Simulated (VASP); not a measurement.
Set up this calculation in VASP 6.6.1, as the native input.

```
Task                   : single point
Functional             : PBEsol
Potentials or basis    : VASP PAW PBE potentials, release 64 (Al)
Cutoff                 : 520 eV
k mesh                 : 24 × 24 × 14
Occupations            : gaussian, width 0.15 eV
Spin                   : no spin polarisation
Dipole correction      : no
Further INCAR settings : ALGO = Fast; EDIFF = 1e-06; NBANDS = 10
```

The structure of Al lies in POSCAR:

```
Al
1.0
    2.8040925965      0.0000000000      0.0000000000
   -1.4020462982      2.4284154232      0.0000000000
    0.0000000000      0.0000000000      4.7906343677
Al
2
Direct
    0.6666666667      0.3333333333      0.7500000000
    0.3333333333      0.6666666667      0.2500000000
```

This isn't the form of Al at room conditions, which is fcc.

This cell differs from its parent crystal: ratio of the length along z to the lengths across it x 1.05, volume and fractional coordinates fixed.

One way to write it, as run:

INCAR

```
PREC = Accurate
ENCUT = 520
EDIFF = 1E-6
ISMEAR = 0
SIGMA = 0.15
LREAL = False
LASPH = True
NELM = 60
ALGO = Fast
ISIF = 2
LWAVE = False
LCHARG = False
GGA = PS
NBANDS = 10
```

KPOINTS

```
regular mesh
0
Gamma
  24 24 14
```

Potentials or basis: VASP PAW PBE potentials, release 64 (Al).

Run with:

```bash
$ cat potpaw_PBE.64/Al/POTCAR > POTCAR
$ mpirun -np 1 vasp_std > vasp.out
```

Results of the run:

```json
{
 "Pressure": "0.2 GPa",
 "Band gap on the k mesh": "zero (bands 3 and 4 overlap by 6.93 eV)"
}
```

Caveat: the PAW data sets were made with another functional, which shifts forces and pressure a little.

It took 3.3 min on 1 thread of Intel Xeon 8259CL, with other jobs on the host, peak memory 0.25 GiB.
